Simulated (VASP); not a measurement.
# NiO (Fm-3m) in VASP: notebook

Runs on NiO. Level: PBE+U. Tasks: single point.

Everything below comes from runs of VASP 6.6.1. Logs are shortened: lines on timing, memory, paths and dates and some standing lists are left out, and cuts for length are marked.

## Step 1: The cell of the first run

It takes space group Fm-3m (No. 225, cubic). Conventional cell: a = 4.201 Å, b = 4.201 Å, c = 4.201 Å, α = 90.00°, β = 90.00°, γ = 90.00°. Ni (site symmetry m-3m) has 6 O at 2.10 Å within 2.8 Å. O (site symmetry m-3m) has 6 Ni at 2.10 Å within 2.8 Å.

## Step 2: Single point, PBE+U, collinear spin, ferromagnetic start

The input, INCAR:

```
SYSTEM = NiO
ALGO     = Normal         ! electronic algorithm
EDIFF    = 1E-6           ! SCF threshold, eV
ENCUT    = 700            ! plane-wave cutoff, eV
GGA      = PE             ! functional
GGA_COMPAT= .FALSE.      
ISIF     = 2              ! what is computed and relaxed
ISMEAR   = -1             ! smearing method
ISPIN    = 2              ! spin polarisation
LASPH    = .TRUE.         ! aspherical terms in the spheres
LCHARG   = .FALSE.        ! write CHGCAR
LDAU     = .TRUE.         ! DFT+U
LDAUJ    = 0 0          
LDAUL    = 2 -1           ! shell
LDAUPRINT= 1            
LDAUTYPE = 2            
LDAUU    = 6.2 0          ! U, eV
LMAXMIX  = 4              ! l up to which the mixer works
LORBIT   = 11             ! projections on sites
LREAL    = .FALSE.        ! projectors in reciprocal space
LWAVE    = .FALSE.        ! write WAVECAR
MAGMOM   = 2 0            ! initial moments
NBANDS   = 23             ! bands
NELM     = 200            ! most SCF steps
NUPDOWN  = 2.0            ! fixed moment
PREC     = Accurate       ! precision mode
SIGMA    = 0.03           ! smearing width, eV
```

The input, KPOINTS:

```
k-points
0
G
  8 8 8
  0 0 0
```

The input, POSCAR:

```
NiO
1.0
    0.0000000000      2.1004800000      2.1004800000
    2.1004800000      0.0000000000      2.1004800000
    2.1004800000      2.1004800000      0.0000000000
Ni O
1 1
Direct
    0.0000000000      0.0000000000      0.0000000000
    0.5000000000      0.5000000000      0.5000000000
```

Potentials or basis: VASP PAW PBE potentials, release 64 (Ni_sv_GW, O).

Run with:

```
$ cat potpaw_PBE.64/Ni_sv_GW/POTCAR potpaw_PBE.64/O/POTCAR > POTCAR
$ mpirun -np 1 vasp_std > vasp.out
```

OUTCAR:

```text
SYSTEM = NiO
   EDIFF = 1E-6
   ENCUT = 700
   GGA = PE
   ISIF = 2
   ISMEAR = -1
   ISPIN = 2
   LASPH = .TRUE.
   LORBIT = 11
   LREAL = .FALSE.
   NELM = 200
   NUPDOWN = 2.0
   PREC = Accurate

 ion  position               nearest neighbor table
   1  0.000  0.000  0.000-   2 2.10   2 2.10   2 2.10   2 2.10   2 2.10   2 2.10
   2  0.500  0.500  0.500-   1 2.10   1 2.10   1 2.10   1 2.10   1 2.10   1 2.10

  LATTYP: Found a face centered cubic cell.
 ALAT       =     4.2009600000

  Lattice vectors:

 A1 = (   0.0000000000,   2.1004800000,   2.1004800000)
 A2 = (   2.1004800000,   0.0000000000,   2.1004800000)
 A3 = (   2.1004800000,   2.1004800000,   0.0000000000)

Analysis of symmetry for initial positions (statically):
=====================================================================
 Subroutine PRICEL returns:
 Original cell was already a primitive cell.

 Routine SETGRP: Setting up the symmetry group for a
 face centered cubic supercell.

 Subroutine GETGRP returns: Found 48 space group operations
 (whereof 48 operations were pure point group operations)
 out of a pool of 48 trial point group operations.

The static configuration has the point symmetry O_h .

Analysis of symmetry for dynamics (positions and initial velocities):
=====================================================================
 Subroutine PRICEL returns:
 Original cell was already a primitive cell.

 Routine SETGRP: Setting up the symmetry group for a
 face centered cubic supercell.

 Subroutine GETGRP returns: Found 48 space group operations
 (whereof 48 operations were pure point group operations)
 out of a pool of 48 trial point group operations.

The dynamic configuration has the point symmetry O_h .

Analysis of structural, dynamic, and magnetic symmetry:
=====================================================================
 Subroutine PRICEL returns:
 Original cell was already a primitive cell.

 Routine SETGRP: Setting up the symmetry group for a
 face centered cubic supercell.

 Subroutine GETGRP returns: Found 48 space group operations
 (whereof 48 operations were pure point group operations)
 out of a pool of 48 trial point group operations.

The overall configuration has the point symmetry O_h .

 Subroutine INISYM returns: Found 48 space group operations
 (whereof 48 operations are pure point group operations),
 and found     1 'primitive' translations

----------------------------------------------------------------------------------------

                                     Primitive cell

  volume of cell :      18.5347

  direct lattice vectors                    reciprocal lattice vectors
     0.000000000  2.100480000  2.100480000    -0.238040829  0.238040829  0.238040829
     2.100480000  0.000000000  2.100480000     0.238040829 -0.238040829  0.238040829
     2.100480000  2.100480000  0.000000000     0.238040829  0.238040829 -0.238040829

  length of vectors
     2.970527303  2.970527303  2.970527303     0.412298810  0.412298810  0.412298810

  position of ions in fractional coordinates (direct lattice)
     0.000000000  0.000000000  0.000000000
     0.500000000  0.500000000  0.500000000

  ion indices of the primitive-cell ions
   primitive index   ion index
                 1           1
                 2           2

----------------------------------------------------------------------------------------

 KPOINTS: k-points

Automatic generation of k-mesh.
 Grid dimensions read from file:
 generate k-points for:    8    8    8

[... 64 lines left out ...]
   LREAL  =      F    real-space projection
   EDIFFG = 0.1E-04   stopping-criterion for IOM
   NSW    =      0    number of steps for IOM
   IBRION =     -1    ionic relax: 0-MD 1-quasi-New 2-CG
   NFREE  =      0    steps in history (QN), initial steepest desc. (CG)
   ISIF   =      2    stress and relaxation
   ISYM   =      2    0-nonsym 1-usesym 2-fastsym
   POTIM  = 0.5000    time-step for ionic-motion
   TEBEG  =    0.0;   TEEND  =   0.0 temperature during run
   PSTRESS=    0.0 pullay stress
   NELECT =      24.0000    total number of electrons
   NUPDOWN=       2.0000    fix difference up-down
   EMIN   =  10.00;   EMAX   =-10.00  energy-range for DOS
   EFERMI =   0.00;   METHOD = LEGACY
   ISMEAR =    -1;   SIGMA  =   0.03  broadening in eV -4-tet -1-fermi 0-gaus
   EFERMI_NEDOS =   21; number of points for ismear=-14 and -15
   IALGO  =     38    algorithm
   IMIX   =      4    mixing-type and parameters
     AMIX     =   0.40;   BMIX     =  1.00
     AMIX_MAG =   1.60;   BMIX_MAG =  1.00
  volume/ion in A,a.u.               =       9.27        62.54
  Fermi-wavevector in a.u.,A,eV,Ry     =   1.784364  3.371958 43.320318  3.183954
  Thomas-Fermi vector in A             =   2.848365
   LORBIT       =     11    0 simple, 1 ext, 2 COOP (PROOUT), +10 PAW based schemes
 LDA+U is selected, type is set to LDAUTYPE =  2
   angular momentum for each species LDAUL =     2   -1
   U (eV)           for each species LDAUU =   6.2  0.0
   J (eV)           for each species LDAUJ =   0.0  0.0
   GGA     = PE    functional components
   LHFCALC =     F    Hartree Fock is set to
   AEXX    =    0.0000 exact exchange contribution
   IVDW    =     0    specifies the selected vdW correction
   LEPSILON=     F    determine dielectric tensor
   LRPA    =     F    only Hartree local field effects (RPA)
 spin polarized calculation
  energy-cutoff  :      700.00
  volume of cell :       18.53
 maximum number of plane-waves:       799
 NGX is ok and might be reduce to    28
   NGX = 13   NGY = 13   NGZ = 13

atom =   1  type =  1  l = 2

 onsite density matrix

spin component  1

  0.9387 -0.0000  0.0000 -0.0000 -0.0000
 -0.0000  0.9387 -0.0000 -0.0000 -0.0000
  0.0000 -0.0000  0.9691 -0.0000 -0.0000
 -0.0000 -0.0000 -0.0000  0.9387  0.0000
 -0.0000 -0.0000 -0.0000  0.0000  0.9691

spin component  2

  0.9316  0.0000 -0.0000 -0.0000  0.0000
  0.0000  0.9316  0.0000  0.0000  0.0000
 -0.0000  0.0000  0.0940 -0.0000 -0.0000
 -0.0000  0.0000 -0.0000  0.9316 -0.0000
  0.0000  0.0000 -0.0000 -0.0000  0.0940

 occupancies and eigenvectors

  o =  0.0940  v =  0.0000  0.0000  0.0000  0.0000  0.0000  0.0000 -0.0000  0.9999  0.0000 -0.0135      0.0000  0.0000  0.0000  0.0000  0.0000  0.0000  0.0000  0.0000  0.0000  0.0000
  o =  0.0940  v =  0.0000  0.0000  0.0000  0.0000  0.0000  0.0000 -0.0000  0.0135 -0.0000  0.9999      0.0000  0.0000  0.0000  0.0000  0.0000  0.0000  0.0000  0.0000  0.0000  0.0000
  o =  0.9316  v =  0.0000  0.0000  0.0000  0.0000  0.0000  0.0000 -0.8729 -0.0000  0.4880 -0.0000      0.0000  0.0000  0.0000  0.0000  0.0000  0.0000  0.0000  0.0000  0.0000  0.0000
  o =  0.9316  v =  0.0000  0.0000  0.0000  0.0000  0.0000  0.0000 -0.4880 -0.0000 -0.8729 -0.0000      0.0000  0.0000  0.0000  0.0000  0.0000  0.0000  0.0000  0.0000  0.0000  0.0000
  o =  0.9316  v =  0.0000  0.0000  0.0000  0.0000  0.0000  1.0000  0.0000  0.0000  0.0000  0.0000      0.0000  0.0000  0.0000  0.0000  0.0000  0.0000  0.0000  0.0000  0.0000  0.0000
  o =  0.9387  v =  1.0000  0.0000  0.0000  0.0000  0.0000  0.0000  0.0000  0.0000  0.0000  0.0000      0.0000  0.0000  0.0000  0.0000  0.0000  0.0000  0.0000  0.0000  0.0000  0.0000
  o =  0.9387  v =  0.0000  0.2993  0.0000 -0.9542 -0.0000  0.0000  0.0000  0.0000  0.0000  0.0000      0.0000  0.0000  0.0000  0.0000  0.0000  0.0000  0.0000  0.0000  0.0000  0.0000
  o =  0.9387  v =  0.0000 -0.9542 -0.0000 -0.2993  0.0000  0.0000  0.0000  0.0000  0.0000  0.0000      0.0000  0.0000  0.0000  0.0000  0.0000  0.0000  0.0000  0.0000  0.0000  0.0000
  o =  0.9691  v =  0.0000 -0.0000 -0.0574 -0.0000 -0.9983  0.0000  0.0000  0.0000  0.0000  0.0000      0.0000  0.0000  0.0000  0.0000  0.0000  0.0000  0.0000  0.0000  0.0000  0.0000
  o =  0.9691  v =  0.0000 -0.0000  0.9983 -0.0000 -0.0574  0.0000  0.0000  0.0000  0.0000  0.0000      0.0000  0.0000  0.0000  0.0000  0.0000  0.0000  0.0000  0.0000  0.0000  0.0000

 number of electron      23.9999993 magnetization       2.0000000

 Free energy of the ion-electron system (eV)
  ---------------------------------------------------
  ext. energy  EPLUGINS =         0.00000000
  ---------------------------------------------------
  free energy    TOTEN  =       -10.24156243 eV

  energy without entropy =      -10.24156243  energy(sigma->0) =      -10.24156243

 E-fermi :   5.8455     XC(G=0): -12.9027

 val. band max:        6.0542567068   @ k =   0.5000   0.0000   0.0000
 cond. band min:       8.2984456703   @ k =   0.0000   0.0000   0.0000
 fundamental gap:      2.2441889635
 Fermi energy:         6.8762122441

 spin component 1

 k-point     1 :       0.0000    0.0000    0.0000
  band No.  band energies     occupation
      1     -97.9883      1.00000
      2     -58.3649      1.00000
      3     -58.3649      1.00000
      4     -58.3649      1.00000
      5     -13.0073      1.00000
      6       0.4460      1.00000
[... 1241 lines left out ...]
     22      37.5434      0.00000
     23      38.4022      0.00000

 [... further k-points ...]

------------------------ aborting loop because EDIFF is reached ----------------------------------------

  FORCE on cell =-STRESS in cart. coord.  units (eV):
  Direction    XX          YY          ZZ          XY          YZ          ZX
  --------------------------------------------------------------------------------------
  -------------------------------------------------------------------------------------
  Total        0.7849017      0.7849017      0.7849017      0.0000000     -0.0000000      0.0000000
  in kB       67.8484961     67.8484961     67.8484961      0.0000000     -0.0000000      0.0000000
  external PRESSURE =      67.8484961 kB  Pullay stress =       0.0000000 kB

 VOLUME and BASIS-vectors are now :
 -----------------------------------------------------------------------------
  energy-cutoff  :      700.00
  volume of cell :       18.53
      direct lattice vectors                 reciprocal lattice vectors
     0.000000000  2.100480000  2.100480000    -0.238040829  0.238040829  0.238040829
     2.100480000  0.000000000  2.100480000     0.238040829 -0.238040829  0.238040829
     2.100480000  2.100480000  0.000000000     0.238040829  0.238040829 -0.238040829

 POSITION                                       TOTAL-FORCE (eV/Angst)
 -----------------------------------------------------------------------------------
      0.00000      0.00000      0.00000         0.000000      0.000000     -0.000000
      2.10048      2.10048      2.10048         0.000000      0.000000      0.000000
 -----------------------------------------------------------------------------------
    total drift:                                0.000000      0.000000      0.000000

  FREE ENERGIE OF THE ION-ELECTRON SYSTEM (eV)
  ---------------------------------------------------
  free  energy   TOTEN  =       -10.2415624337 eV

  energy  without entropy=      -10.2415624337  energy(sigma->0) =      -10.24156243

 total charge

# of ion       s       p       d       f       tot
--------------------------------------------------
    1        2.159   6.222   7.711   0.009  16.102
    2        1.544   3.493   0.000   0.000   5.036
--------------------------------------------------
tot          3.703   9.715   7.711   0.009  21.138

 magnetization (x)

# of ion       s       p       d       f       tot
--------------------------------------------------
    1        0.010   0.012   1.769   0.001   1.792
    2        0.022   0.149   0.000   0.000   0.171
--------------------------------------------------
tot          0.032   0.161   1.769   0.001   1.963
```

Wall time 57 s (1 thread of AMD EPYC 7R13 (Zen 3), shared host); peak memory 0.17 GiB.

Results:

| Item | Value |
| --- | --- |
| Free energy | -10.2416 eV |
| Pressure | 6.8 GPa |
| Net moment | 2.00 μB per cell |
| Site moments | Ni +1.79; O +0.17 μB |
| Valence electrons inside the program's atomic spheres | Ni 16.10; O 5.04 |

Eigenvalues of the final occupation matrices:
| site | spin | trace | eigenvalues |
| --- | --- | --- | --- |
| site 1 d | 1 | 4.75 | 0.94 0.94 0.94 0.97 0.97 |
| site 1 d | 2 | 2.98 | 0.09 0.09 0.93 0.93 0.93 |

Caveat: the cell stands under pressure; the total moment is fixed, so each spin has its own Fermi level and the state may be an excited one; a cell with one magnetic atom can't hold antiferromagnetic order, which such compounds often take. The state reached can hang on the start; a lower one may exist.

(Continued in part 2 of 2.)
